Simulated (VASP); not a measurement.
# Li6Ag (P6/mmm) in VASP: single point with PBE

Aim: the single point of Li6Ag with PBE.

All numbers are computed with VASP 6.6.1; they aren't measurements. Logs are shortened: lines on timing, memory, paths and dates and some standing lists are left out, and cuts for length are marked.

**1. The cell of the first run**

Symmetry: P6/mmm, No. 191, hexagonal system. Conventional cell: a = 7.908 Å, b = 7.908 Å, c = 2.830 Å, α = 90.00°, β = 90.00°, γ = 120.00°. Within 3.4 Å of Li (site symmetry m2m) lie 5 Li at 2.58 to 2.83 Å and 2 Ag at 2.94 Å. Within 3.7 Å of Ag (site symmetry 6/mmm) lie 2 Ag at 2.83 Å and 12 Li at 2.94 Å.

**2. Single point, PBE**

POSCAR reads:

```
Li6Ag
1.0
    7.9076186232      0.0000000000      0.0000000000
   -3.9538093116      6.8481986112      0.0000000000
    0.0000000000      0.0000000000      2.8300116506
Li Ag
6 1
Direct
    0.0000000000      0.3265599977      0.5000000000
    0.6734400023      0.6734400023      0.5000000000
    0.3265599977      0.0000000000      0.5000000000
    0.0000000000      0.6734400023      0.5000000000
    0.3265599977      0.3265599977      0.5000000000
    0.6734400023      0.0000000000      0.5000000000
    0.0000000000      0.0000000000      0.0000000000
```

INCAR.step1 reads:

```
PREC = Accurate
ENCUT = 520
EDIFF = 1E-7
ISMEAR = 0
SIGMA = 0.1
LREAL = F
LASPH = T
NELM = 80
ALGO = Fast
ISIF = 2
LWAVE = F
LCHARG = T
LMAXMIX = 4
GGA = PE
NBANDS = 24
```

KPOINTS.step1 reads:

```
regular mesh
0
Gamma
  6 6 14
```

INCAR.step2 reads:

```
PREC = Accurate
ENCUT = 520
EDIFF = 1E-7
ISMEAR = -5
SIGMA = 0.1
LREAL = F
LASPH = T
NELM = 80
ALGO = Fast
ISIF = 2
LWAVE = F
LCHARG = F
LMAXMIX = 4
GGA = PE
LORBIT = 11
NBANDS = 24
NEDOS = 2001
ICHARG = 11
```

KPOINTS.step2 reads:

```
regular mesh
0
Gamma
  9 9 21
```

Potentials or basis: VASP PAW PBE potentials, release 64 (Li_sv, Ag).

Command:

```console
> cat potpaw_PBE.64/Li_sv/POTCAR potpaw_PBE.64/Ag/POTCAR > POTCAR
> cp INCAR.step1 INCAR
> cp KPOINTS.step1 KPOINTS
> mpirun -np 1 vasp_std > vasp.out
> cp INCAR.step2 INCAR
> cp KPOINTS.step2 KPOINTS
> mpirun -np 1 vasp_std > vasp.out
```

OUTCAR:

```text
PREC = Accurate
   ENCUT = 520
   EDIFF = 1E-7
   ISMEAR = -5
   LREAL = F
   LASPH = T
   NELM = 80
   ISIF = 2
   GGA = PE
   LORBIT = 11
   ICHARG = 11

 ion  position               nearest neighbor table
   1  0.000  0.327  0.500-   5 2.58   6 2.58   7 2.94   7 2.94
   2  0.673  0.673  0.500-   4 2.58   6 2.58   7 2.94   7 2.94
   3  0.327  0.000  0.500-   4 2.58   5 2.58   7 2.94   7 2.94
   4  0.000  0.673  0.500-   2 2.58   3 2.58   7 2.94   7 2.94
   5  0.327  0.327  0.500-   1 2.58   3 2.58   7 2.94   7 2.94
   6  0.673  0.000  0.500-   1 2.58   2 2.58   7 2.94   7 2.94
   7  0.000  0.000  0.000-   3 2.94   6 2.94   3 2.94   6 2.94   5 2.94   2 2.94   1 2.94   2 2.94
                             1 2.94   4 2.94   5 2.94   4 2.94

  LATTYP: Found a hexagonal cell.
 ALAT       =     7.9076186232
 C/A-ratio  =     0.3578841855

  Lattice vectors:

 A1 = (   7.9076186232,   0.0000000000,   0.0000000000)
 A2 = (  -3.9538093116,   6.8481986112,   0.0000000000)
 A3 = (   0.0000000000,   0.0000000000,   2.8300116506)

Analysis of symmetry for initial positions (statically):
=====================================================================
 Subroutine PRICEL returns:
 Original cell was already a primitive cell.

 Routine SETGRP: Setting up the symmetry group for a
 hexagonal supercell.

 Subroutine GETGRP returns: Found 24 space group operations
 (whereof 24 operations were pure point group operations)
 out of a pool of 24 trial point group operations.

The static configuration has the point symmetry D_6h.

Analysis of symmetry for dynamics (positions and initial velocities):
=====================================================================
 Subroutine PRICEL returns:
 Original cell was already a primitive cell.

 Routine SETGRP: Setting up the symmetry group for a
 hexagonal supercell.

 Subroutine GETGRP returns: Found 24 space group operations
 (whereof 24 operations were pure point group operations)
 out of a pool of 24 trial point group operations.

The dynamic configuration has the point symmetry D_6h.

 Subroutine INISYM returns: Found 24 space group operations
 (whereof 24 operations are pure point group operations),
 and found     1 'primitive' translations

----------------------------------------------------------------------------------------

                                     Primitive cell

  volume of cell :     153.2535

  direct lattice vectors                    reciprocal lattice vectors
     7.907618623  0.000000000  0.000000000     0.126460322  0.073011901  0.000000000
    -3.953809312  6.848198611  0.000000000     0.000000000  0.146023802  0.000000000
     0.000000000  0.000000000  2.830011651     0.000000000  0.000000000  0.353355436

  length of vectors
     7.907618623  7.907618623  2.830011651     0.146023802  0.146023802  0.353355436

  position of ions in fractional coordinates (direct lattice)
     0.000000000  0.326559998  0.500000000
     0.673440002  0.673440002  0.500000000
     0.326559998  0.000000000  0.500000000
     0.000000000  0.673440002  0.500000000
     0.326559998  0.326559998  0.500000000
     0.673440002  0.000000000  0.500000000
     0.000000000  0.000000000  0.000000000

  ion indices of the primitive-cell ions
   primitive index   ion index
                 1           1
                 2           2
                 3           3
                 4           4
                 5           5
                 6           6
                 7           7

----------------------------------------------------------------------------------------

 KPOINTS: regular mesh

Automatic generation of k-mesh.
 Grid dimensions read from file:
 generate k-points for:    9    9   21

 Generating k-lattice:

  Cartesian coordinates                     Fractional coordinates (reciprocal lattice)
     0.014051147  0.008112433  0.000000000     0.111111111 -0.000000000  0.000000000
     0.000000000  0.016224867  0.000000000     0.000000000  0.111111111  0.000000000
     0.000000000  0.000000000  0.016826449     0.000000000  0.000000000  0.047619048

  Length of vectors
     0.016224867  0.016224867  0.016826449

  Shift w.r.t. Gamma in fractional coordinates (k-lattice)
     0.000000000  0.000000000  0.000000000

 TETIRR: Found   1683 inequivalent tetrahedra from    10206

 Subroutine IBZKPT returns following result:
 ===========================================

 Found    132 irreducible k-points:

 Following reciprocal coordinates:
            Coordinates               Weight
  0.000000  0.000000  0.000000      1.000000
  0.111111  0.000000  0.000000      6.000000
  0.222222  0.000000  0.000000      6.000000
  0.333333  0.000000  0.000000      6.000000
  0.444444  0.000000  0.000000      6.000000
  0.111111  0.111111  0.000000      6.000000
[... 16 lines left out ...]
  0.333333  0.222222  0.047619     24.000000
  0.333333  0.333333  0.047619      4.000000
 [... further k-points ...]
   k-points           NKPTS =    132   k-points in BZ     NKDIM =    132   number of bands    NBANDS=     24
   number of dos      NEDOS =   2001   number of ions     NIONS =      7
   total plane-waves  NPLWV =  86400
   dimension x,y,z NGX =    60 NGY =   60 NGZ =   24
   dimension x,y,z NGXF=   120 NGYF=  120 NGZF=   48
   ions per type =               6   1
   NGX,Y,Z   is equivalent  to a cutoff of  12.61, 12.61, 14.10 a.u.
   NGXF,Y,Z  is equivalent  to a cutoff of  25.23, 25.23, 28.20 a.u.
 SYSTEM =  unknown system
   PREC   = accura    normal or accurate (medium, high low for compatibility)
   ISTART =      0    job   : 0-new  1-cont  2-samecut
   ICHARG =     11    charge: 1-file 2-atom 10-const
   ISPIN  =      1    spin polarized calculation?
   LNONCOLLINEAR =      F non collinear calculations
   LSORBIT =      F    spin-orbit coupling
   LASPH  =      T    aspherical Exc in radial PAW
   ENCUT  =  520.0 eV  38.22 Ry    6.18 a.u.  14.70 14.70  5.26*2*pi/ulx,y,z
   NELM   =     80;   NELMIN=  2; NELMDL=  0     # of ELM steps
   EDIFF  = 0.1E-06   stopping-criterion for ELM
   LREAL  =      F    real-space projection
   EDIFFG = 0.1E-05   stopping-criterion for IOM
   NSW    =      0    number of steps for IOM
   IBRION =     -1    ionic relax: 0-MD 1-quasi-New 2-CG
   NFREE  =      0    steps in history (QN), initial steepest desc. (CG)
   ISIF   =      2    stress and relaxation
   ISYM   =      2    0-nonsym 1-usesym 2-fastsym
   POTIM  = 0.5000    time-step for ionic-motion
   TEBEG  =    0.0;   TEEND  =   0.0 temperature during run
   PSTRESS=    0.0 pullay stress
   NELECT =      29.0000    total number of electrons
   NUPDOWN=      -1.0000    fix difference up-down
   EMIN   =  10.00;   EMAX   =-10.00  energy-range for DOS
   EFERMI =   0.00;   METHOD = LEGACY
   ISMEAR =    -5;   SIGMA  =   0.10  broadening in eV -4-tet -1-fermi 0-gaus
   EFERMI_NEDOS =   21; number of points for ismear=-14 and -15
   IALGO  =     68    algorithm
   IMIX   =      4    mixing-type and parameters
     AMIX     =   0.40;   BMIX     =  1.00
     AMIX_MAG =   1.60;   BMIX_MAG =  1.00
  volume/ion in A,a.u.               =      21.89       147.74
  Fermi-wavevector in a.u.,A,eV,Ry     =   0.939876  1.776109 12.018946  0.883368
  Thomas-Fermi vector in A             =   2.067232
   LORBIT       =     11    0 simple, 1 ext, 2 COOP (PROOUT), +10 PAW based schemes
   GGA     = PE    functional components
   LHFCALC =     F    Hartree Fock is set to
   AEXX    =    0.0000 exact exchange contribution
   IVDW    =     0    specifies the selected vdW correction
   LEPSILON=     F    determine dielectric tensor
   LRPA    =     F    only Hartree local field effects (RPA)
 non-spin polarized calculation
 RMM-DIIS sequential band-by-band and
 Fermi weights with tetrahedron method with Bloechl corrections
  energy-cutoff  :      520.00
  volume of cell :      153.25
 maximum number of plane-waves:      4158
 NGX is ok and might be reduce to    60

 number of electron      29.0000026 magnetization

 Free energy of the ion-electron system (eV)
  ---------------------------------------------------
  ext. energy  EPLUGINS =         0.00000000
  ---------------------------------------------------
  free energy    TOTEN  =       -13.24480485 eV

  energy without entropy =      -13.24480485  energy(sigma->0) =      -13.24480485

 E-fermi :   1.1969     XC(G=0):  -7.2958

 val. band max:        1.2842812459   @ k =   0.3333   0.3333   0.1429
 cond. band min:       1.0934911068   @ k =   0.3333   0.3333   0.0476
 fundamental gap:     -0.1907901391
 Fermi energy:         1.1969235621

 k-point     1 :       0.0000    0.0000    0.0000
  band No.  band energies     occupation
      1     -45.7612      2.00000
      2     -45.7423      2.00000
      3     -45.7423      2.00000
      4     -45.7343      2.00000
      5     -45.7343      2.00000
      6     -45.7156      2.00000
[... 16 lines left out ...]
     23       8.0566      0.00000
     24       8.2437      0.00000

 k-point     2 :       0.1111    0.0000    0.0000
  band No.  band energies     occupation
      1     -45.7608      2.00000
      2     -45.7435      2.00000
      3     -45.7431      2.00000
      4     -45.7336      2.00000
      5     -45.7332      2.00000
      6     -45.7159      2.00000
[... 16 lines left out ...]
     23       7.7587      0.00000
     24       7.9786      0.00000
[... 565 lines left out ...]
     23       6.1993      0.00000
     24       8.2416      0.00000

 k-point    24 :       0.3333    0.3333    0.0476
  band No.  band energies     occupation
      1     -45.7540      2.00000
      2     -45.7502      2.00000
      3     -45.7502      2.00000
      4     -45.7259      2.00000
      5     -45.7259      2.00000
      6     -45.7221      2.00000
[... 16 lines left out ...]
     23       5.9996      0.00000
     24       9.0711      0.00000

 [... further k-points ...]

------------------------ aborting loop because EDIFF is reached ----------------------------------------

  FORCE on cell =-STRESS in cart. coord.  units (eV):
  Direction    XX          YY          ZZ          XY          YZ          ZX
  --------------------------------------------------------------------------------------
  -------------------------------------------------------------------------------------
  Total        0.1535981      0.1535981     -0.0414416     -0.0000000      0.0000000      0.0000000
  in kB        1.6057803      1.6057803     -0.4332478     -0.0000000      0.0000000      0.0000000
  external PRESSURE =       0.9261043 kB  Pullay stress =       0.0000000 kB

 VOLUME and BASIS-vectors are now :
 -----------------------------------------------------------------------------
  energy-cutoff  :      520.00
  volume of cell :      153.25
      direct lattice vectors                 reciprocal lattice vectors
     7.907618623  0.000000000  0.000000000     0.126460322  0.073011901  0.000000000
    -3.953809312  6.848198611  0.000000000     0.000000000  0.146023802  0.000000000
     0.000000000  0.000000000  2.830011651     0.000000000  0.000000000  0.353355436

 POSITION                                       TOTAL-FORCE (eV/Angst)
 -----------------------------------------------------------------------------------
     -1.29116      2.23635      1.41501         0.013198     -0.022860     -0.000000
      2.66265      4.61185      1.41501         0.013198      0.022860     -0.000000
      2.58231      0.00000      1.41501        -0.026396     -0.000000      0.000000
     -2.66265      4.61185      1.41501        -0.013198      0.022860     -0.000000
      1.29116      2.23635      1.41501        -0.013198     -0.022860      0.000000
      5.32531      0.00000      1.41501         0.026396      0.000000      0.000000
      0.00000      0.00000      0.00000         0.000000     -0.000000      0.000000
 -----------------------------------------------------------------------------------
    total drift:                               -0.000000     -0.000000      0.000000

  FREE ENERGIE OF THE ION-ELECTRON SYSTEM (eV)
  ---------------------------------------------------
  free  energy   TOTEN  =       -13.2448048455 eV

  energy  without entropy=      -13.2448048455  energy(sigma->0) =      -13.24480485

 total charge

# of ion       s       p       d       tot
------------------------------------------
    1        2.035   0.042   0.000   2.077
    2        2.035   0.042   0.000   2.077
    3        2.035   0.042   0.000   2.077
    4        2.035   0.042   0.000   2.077
    5        2.035   0.042   0.000   2.077
    6        2.035   0.042   0.000   2.077
    7        0.491   0.286   9.078   9.855
--------------------------------------------------
tot         12.698   0.539   9.078  22.315
```

Wall time 30 min (1 thread of Oxide Virtual Turin-like, shared host); peak memory 0.52 GiB.

What came out:

- Valence electrons inside the program's atomic spheres: Li 2.08; Ag 9.86

Caveat: the cutoff is under 1.25 times the usual one of these potentials, so pressure, stress and relaxed cells hold a basis-set (Pulay) error.
